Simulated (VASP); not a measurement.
The system is Cd.

```xyz
2
Lattice="2.8819 0.0000 0.0000 -1.4409 2.4958 0.0000 0.0000 0.0000 5.6384" Properties=species:S:1:pos:R:3 pbc="T T T"
Cd    0.0000    1.6638    1.4096
Cd    1.4409    0.8319    4.2288
```

Base run:

* Program: VASP 6.6.1
* Functional: LDA
* Potentials or basis: VASP PAW LDA potentials, release 64 (Cd)
* Cutoff: 520 eV
* k mesh: 13 × 13 × 6
* Occupations: fermi-dirac, width 1 eV
* Spin: no spin polarisation

Its results: band gap on the k mesh zero (bands 12 and 13 overlap by 4.68 eV); pressure 5.1 GPa.

Q: The run is repeated on the same cell with these changes: occupations from fermi-dirac, width 1 eV to gaussian, width 0.03 eV. What comes out?

A: Band gap on the k mesh zero (bands 12 and 13 overlap by 4.69 eV); pressure 0.8 GPa.

Caveats: the cell stands under pressure (at least some runs); so wide a smearing shifts energies and pressures (at least some runs).
